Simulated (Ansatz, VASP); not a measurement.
# Ge: VASP beside Ansatz

The input INCAR:

```
SYSTEM = Ge
  ALGO = Normal
  EDIFF = 1E-6
  ENCUT = 520
  GGA = PS
  ISIF = 2
  ISMEAR = 0
  LASPH = .True.
  LCHARG = .True.
  LELF = .True.
  LREAL = .False.
  LVHAR = .True.
  LWAVE = .False.
  NBANDS = 21
  NELM = 60
  PREC = Accurate
  SIGMA = 0.15
```

The input KPOINTS:

```
k-points
0
Gamma
  16 16 16
  0 0 0
```

Contents of POSCAR:

```
Ge
1.0
   -0.8943673843      2.4595103067      2.4595103067
    2.4595103067     -0.8943673843      2.4595103067
    2.4595103067      2.4595103067     -0.8943673843
Ge
2
Direct
    0.5000000000      0.5000000000      0.5000000000
    0.7500000000      0.7500000000      0.7500000000
```

Input for Ansatz:

```yaml
crystal:
  lattice:
    - [-0.8943673843, 2.4595103067, 2.4595103067]
    - [2.4595103067, -0.8943673843, 2.4595103067]
    - [2.4595103067, 2.4595103067, -0.8943673843]
  atoms:
    - { symbol: Ge, position: [0.5, 0.5, 0.5] }
    - { symbol: Ge, position: [0.75, 0.75, 0.75] }
basis:
  ecutwfc: 420
kpoints:
  mp_grid: { grid: [16, 16, 16] }
hamiltonian:
  xc: pbesol
scf:
  occupations: { method: gaussian, width: 0.15 }
output:
  forces: true
  stress: true
  eigenvalues: true
```

Alike in both runs: task single point; functional PBEsol; k mesh 16 × 16 × 16; occupations gaussian, width 0.15 eV; no spin polarisation.

|  | VASP | Ansatz |
| --- | --- | --- |
| version | VASP 6.6.1 | Ansatz 0.2.0 |
| potentials or method | VASP PAW PBE potentials, release 64 (Ge_d), cutoff 520 eV | scalar-relativistic, plane waves, PAW |
| valence electrons in the cell | 28 | 28 |

Ansatz gave:

```
gap on the k mesh at the Fermi level (eV) : none
rms of the force components (eV/Å)        : 13.026
```

Problem. Estimate VASP's values.

Solution. gap on the k mesh at the Fermi level (eV): none; rms of the force components (eV/Å): 14.319.

VASP's potentials were made for PBE, not for PBEsol. Atom by atom the forces differ by 1.293 eV/Å (rms over components). A gap of «none» marks a metal or a gap that the smearing closes. The functional is the same, so the differences come from potentials, cutoffs and numerics.
